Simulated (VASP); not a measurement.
A run of VASP 6.6.1:

INCAR

```
SYSTEM = Be12Cl
PREC = Accurate ; ENCUT = 520
EDIFF = 1E-7 ; ISMEAR = -1
SIGMA = 0.1 ; LREAL = .False.
LASPH = .True. ; NELM = 60
ALGO = Normal ; ISIF = 2
LWAVE = .False. ; LCHARG = .False.
GGA = PE ; IVDW = 12
NBANDS = 28
```

Contents of KPOINTS:

```
Automatic mesh
0
Gamma
  4 4 1
  0 0 0
```

File POSCAR:

```
Be12Cl
1.0
    4.5800000000      0.0000000000      0.0000000000
    2.2900000000      3.9663960000      0.0000000000
    0.0000000000      0.0000000000     16.5884300000
Be Cl
12 1
Direct
    0.0000000000      0.0000000000      0.0602829804
    0.5000000000      0.0000000000      0.0602829804
    0.0000000000      0.5000000000      0.0602829804
    0.5000000000      0.5000000000      0.0602829804
   -0.1696234925      0.3336242776      0.1657112819
    0.3288093468      0.3363136207      0.1681798699
   -0.1591566839      0.8262352019      0.1667476066
    0.3264991536      0.8261187234      0.1666849726
   -0.0041316889     -0.0012593296      0.2716784530
    0.5020411173     -0.0132604006      0.2633416182
   -0.0087671507      0.4969884500      0.2779457730
    0.5018582425      0.4969695411      0.2779184046
    0.2083740838     -0.4289127964      0.3822449141
```

Potentials or basis: VASP PAW PBE potentials, release 64 (Be, Cl).

The run is started by

```sh
$ cat potpaw_PBE.64/Be/POTCAR potpaw_PBE.64/Cl/POTCAR > POTCAR
$ mpirun -np 1 vasp_std > vasp.out
```

Hardware: 1 thread of Intel Xeon 8259CL (shared host).

Q: Estimate the wall time of this run.

A: Wall time 4 min on 1 thread of Intel Xeon 8259CL, on a shared host, peak memory 0.42 GiB. Counts: scf iterations 24, k points 10.
